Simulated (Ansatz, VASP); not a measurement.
**Two plane-wave programs on SnTe**

```
CELL_PARAMETERS angstrom
0.00000 3.20649 3.20649
3.20649 0.00000 3.20649
3.20649 3.20649 0.00000
ATOMIC_POSITIONS crystal
Sn 0.00000 0.00000 0.00000
Te 0.50000 0.50000 0.50000
```

Alike in both runs: task relaxation of cell and atoms; functional PBEsol; k mesh 10 × 10 × 10; occupations gaussian, width 0.01 eV; no spin polarisation.

```csv
,VASP,Ansatz
version,VASP 6.6.1,Ansatz 0.2.0
potentials or method,"VASP PAW PBE potentials, release 64 (Sn_d, Te), cutoff 600 eV","scalar-relativistic, plane waves, PAW"
valence electrons in the cell,20,30
```

|  | VASP | Ansatz | Ansatz less VASP |
| --- | --- | --- | --- |
| gap on the k mesh at the Fermi level, each at its own relaxed structure (eV) | 0.16 | 0.16 | 0.000 |
| relaxed volume (Å³/atom) | 31.09 | 31.08 | -0.015 |
| relaxed cell length with the largest relative difference (Å) | 4.447 | 4.446 | -0.0007 |

VASP's potentials were made for PBE, not for PBEsol. VASP's potentials hold 20 valence electrons a cell and Ansatz's 30, so a difference there can come from the potentials and not from the codes.

Spin-orbit coupling is off throughout.
